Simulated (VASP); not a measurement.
**W: single point with r2SCAN**

The system is W.

```
CELL_PARAMETERS angstrom
0.00000 2.00915 2.00915
2.00915 0.00000 2.00915
2.00915 2.00915 0.00000
ATOMIC_POSITIONS crystal
W 0.00000 0.00000 0.00000
```

This isn't the form of W at room conditions, which is bcc.

```
Program                : VASP 6.6.1
Task                   : single point
Functional             : r2SCAN
Potentials or basis    : VASP PAW PBE potentials, release 64 (W_sv)
Cutoff                 : 550 eV
k mesh                 : 8 × 8 × 8
Occupations            : gaussian, width 0.1 eV
Spin                   : no spin polarisation
Dipole correction      : no
Further INCAR settings : ALGO = Normal; EDIFF = 1e-06; NBANDS = 13
```

* Pressure: 1.1 GPa
* Band gap on the k mesh: zero (bands 7 and 8 overlap by 3.68 eV)

Levels at points of the mesh, in eV from the Fermi level:
| k point | band 3 | band 4 | band 5 | band 6 | band 7 | band 8 | band 9 | band 10 | band 11 | band 12 |
| --- | --- | --- | --- | --- | --- | --- | --- | --- | --- | --- |
| (0.00, 0.00, 0.00) | -38.46 | -38.46 | -9.49 | -0.55 | -0.55 | -0.55 | 2.89 | 2.89 | 13.43 | 19.17 |
| (0.50, 0.00, 0.00) | -38.63 | -38.63 | -5.91 | -0.71 | -0.71 | 0.55 | 5.40 | 5.40 | 11.05 | 13.07 |
| (0.50, 0.50, 0.00) | -38.92 | -38.92 | -5.75 | -4.81 | 3.13 | 5.44 | 6.10 | 6.10 | 12.47 | 12.47 |

Run time: 12 s on 1 thread of Intel(R) Xeon(R) 6975P-C (Granite Rapids), with other jobs on the host, peak memory 0.14 GiB.

Caveat: the PAW data sets were made with another functional, which shifts forces and pressure a little; spin-orbit coupling is left out, which moves the levels of the heavy elements.
